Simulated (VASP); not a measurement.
Wanted: the native input for a VASP 6.6.1 run.

```
Task                   : single point
Functional             : r2SCAN
Dispersion             : rVV10
Potentials or basis    : VASP PAW PBE potentials, release 64 (Ge_d, Sb, Te)
Cutoff                 : 520 eV
k mesh                 : 4 × 4 × 4
Occupations            : gaussian, width 0.1 eV
Spin                   : no spin polarisation
Dipole correction      : no
Further INCAR settings : ALGO = Normal; EDIFF = 1e-07; NBANDS = 33
```

GeSb2Te4:

```
Ge Sb Te
1.0
    -3.05958    3.05958    6.05142
     3.05958   -3.05958    6.05142
     3.05958    3.05958   -6.05142
Ge Sb Te
1 2 4
Direct
  0.00000 0.00000 0.00000
  0.50000 0.50000 0.00000
  0.25000 0.75000 0.50000
  0.50162 0.00162 0.50000
  0.24816 0.24816 0.00000
  0.99838 0.49838 0.50000
  0.75184 0.75184 0.00000
```

The input as run:

POSCAR

```
GeSb2Te4
1.0
   -3.0595750000      3.0595750000      6.0514150000
    3.0595750000     -3.0595750000      6.0514150000
    3.0595750000      3.0595750000     -6.0514150000
Ge Sb Te
1 2 4
Direct
    0.0000000000      0.0000000000      0.0000000000
    0.5000000000      0.5000000000      0.0000000000
    0.2500000000      0.7500000000      0.5000000000
    0.5016200000      0.0016200000      0.5000000000
    0.2481620000      0.2481620000      0.0000000000
    0.9983800000      0.4983800000      0.5000000000
    0.7518380000      0.7518380000      0.0000000000
```

INCAR.step1

```
PREC = Accurate ; ENCUT = 520
ISMEAR = 0 ; SIGMA = 0.1
LREAL = False ; LASPH = True
NELM = 60 ; NBANDS = 33
GGA = PE ; ALGO = Normal
EDIFF = 1E-4 ; LWAVE = True
LCHARG = False
```

INCAR.step2

```
PREC = Accurate ; ENCUT = 520
EDIFF = 1E-7 ; ISMEAR = 0
SIGMA = 0.1 ; LREAL = False
LASPH = True ; NELM = 60
ALGO = Normal ; ISIF = 2
LWAVE = False ; LCHARG = True
METAGGA = R2SCAN ; LMIXTAU = True
LUSE_VDW = True ; IVDW_NL = 2
BPARAM = 11.95 ; CPARAM = 0.0093
LELF = True ; LVHAR = True
NBANDS = 33 ; ISTART = 1
```

KPOINTS

```
Automatic mesh
0
Gamma
  4 4 4
```

Potentials or basis: VASP PAW PBE potentials, release 64 (Ge_d, Sb, Te).

Launch:

```bash
$ cat potpaw_PBE.64/Ge_d/POTCAR potpaw_PBE.64/Sb/POTCAR potpaw_PBE.64/Te/POTCAR > POTCAR
$ cp INCAR.step1 INCAR
$ mpirun -np 1 vasp_std > vasp.out
$ cp INCAR.step2 INCAR
$ mpirun -np 1 vasp_std > vasp.out
```

It gave:

```
Pressure               : -1.5 GPa
Largest force          : 0.075 eV/Å
Band gap on the k mesh : zero (bands 24 and 25 overlap by 0.05 eV)
```

Caveat: the PAW data sets were made with another functional, which shifts forces and pressure a little; spin-orbit coupling is left out, which moves the levels of the heavy elements.

Wall time 13 min on 1 thread of Intel(R) Xeon(R) Platinum 8375C CPU @ 2.90GHz (Ice Lake) (shared host), peak memory 1.1 GiB.
